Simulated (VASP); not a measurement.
Runs of VASP 6.6.1 on BAs (series). Symmetry: F-43m, No. 216, cubic system. Conventional cell: a = 4.777 Å, b = 4.777 Å, c = 4.777 Å, α = 90.00°, β = 90.00°, γ = 90.00°. B (site symmetry -43m) has 4 As at 2.07 Å within 2.7 Å. Within 2.7 Å of As (site symmetry -43m) lie 4 B at 2.07 Å. 

```csv
k mesh,gap on the mesh (eV),pressure (GPa)
4 × 4 × 4,(a),4.0
16 × 16 × 16,1.19,3.4
6 × 6 × 6,1.27,3.5
8 × 8 × 8,1.19,3.4
```

Alike in all rows: task single point; level PBE; potentials or basis VASP PAW PBE potentials, release 64 (B, As); no spin polarisation; cell as given; cutoff (eV) 500; smearing gaussian 0.02 eV.

Problem. Fill in the values left out.

Solution. (a) 1.41.

Caveats: some runs use coarse meshes.

A k mesh can miss the band edges, and the runs leave out spin-orbit coupling on As.
